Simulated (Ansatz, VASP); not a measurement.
## C: VASP beside Ansatz

File INCAR:

```
PREC = Accurate
ENCUT = 910
EDIFF = 1E-7
ISMEAR = -1
SIGMA = 0.05
LREAL = F
LASPH = T
NELM = 120
ALGO = Normal
ISIF = 3
LWAVE = F
LCHARG = F
GGA = PE
IBRION = 2
NSW = 60
EDIFFG = -0.01
GGA_COMPAT = F
NELMIN = 4
```

The input KPOINTS:

```
Automatic mesh
0
Gamma
  12 12 3
```

File POSCAR:

```
C
1.0
    2.4561701622      0.0000000000      0.0000000000
   -1.2280850811      2.1271057565      0.0000000000
    0.0000000000      0.0000000000      8.5238033600
C
2
Direct
    0.6666666667      0.3333333333      0.0000000000
    0.3333333333      0.6666666667      0.0000000000
```

input.yaml

```yaml
crystal:
  lattice:
    - [2.4561701622, 0.0, 0.0]
    - [-1.2280850811, 2.1271057565, 0.0]
    - [0.0, 0.0, 8.52380336]
  atoms:
    - { symbol: C, position: [0.6666666667, 0.3333333333, 0.0] }
    - { symbol: C, position: [0.3333333333, 0.6666666667, 0.0] }
hamiltonian:
  xc: pbe
  pseudopotentials: { kind: paw }
kpoints:
  mp_grid: { grid: [12, 12, 3] }
scf:
  occupations: { method: fermi_dirac, width: 0.05 }
output:
  forces: true
  stress: true
  eigenvalues: true
relax:
  f_tol: 0.01
  max_steps: 40
  cell: { stress_tol: 0.05 }
```

Alike in both runs: task relaxation of cell and atoms; functional PBE; k mesh 12 × 12 × 3; occupations fermi-dirac, width 0.05 eV; no spin polarisation.

|  | VASP | Ansatz |
| --- | --- | --- |
| version | VASP 6.6.1 | Ansatz 0.2.0 |
| potentials or method | VASP PAW PBE potentials, release 64 (C_h) | Ansatz PAW |
| plane-wave cutoff (eV) | 910 | 420 |
| valence electrons in the cell | 8 | 8 |

|  | VASP | Ansatz | Ansatz less VASP |
| --- | --- | --- | --- |
| gap on the k mesh at the Fermi level, each at its own relaxed structure (eV) | none | none | - |
| relaxed volume (Å³/atom) | 21.72 | 22.45 | +0.729 |
| relaxed cell length with the largest relative difference (Å) | 8.248 | 8.521 | +0.2732 |

A gap of «none» marks a metal or a gap that the smearing closes.

Noted on VASP's run: the cutoff is short for stress, so the pressure is rough. Noted on Ansatz's run: the plane-wave basis is chosen anew once the cell has moved, so the energies of steps on either side of that aren't comparable.
